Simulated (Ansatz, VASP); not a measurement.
# Zr3PdSe4 in VASP and in Ansatz

```
Zr Pd Se
1.0
     7.16279    0.00000    0.00000
    -3.58139    6.20316    0.00000
     0.00000    0.00000    3.65887
Zr Pd Se
3 1 4
Direct
  0.02203 0.51101 0.00000
  0.48899 0.97797 0.00000
  0.48899 0.51101 0.00000
  0.00000 0.00000 0.00000
  0.16479 0.83521 0.50000
  0.16479 0.32958 0.50000
  0.66667 0.33333 0.50000
  0.67042 0.83521 0.50000
```

Alike in both runs: task relaxation of cell and atoms; functional PBE; k mesh 6 × 6 × 8; occupations gaussian, width 0.1 eV; no spin polarisation.

```csv
,VASP,Ansatz
version,VASP 6.6.1,Ansatz 0.2.0
potentials or method,"VASP PAW PBE potentials, release 64 (Zr_sv, Pd, Se), cutoff 600 eV","scalar-relativistic, plane waves, PAW"
valence electrons in the cell,70,118
```

|  | VASP | Ansatz | Ansatz less VASP |
| --- | --- | --- | --- |
| gap on the k mesh at the Fermi level, each at its own relaxed structure (eV) | none | none | - |
| relaxed volume (Å³/atom) | 20.30 | 20.28 | -0.023 |
| relaxed cell length with the largest relative difference (Å) | 3.653 | 3.651 | -0.0015 |

A gap of «none» marks a metal or a gap that the smearing closes. VASP's potentials hold 70 valence electrons a cell and Ansatz's 118, so a difference there can come from the potentials and not from the codes.
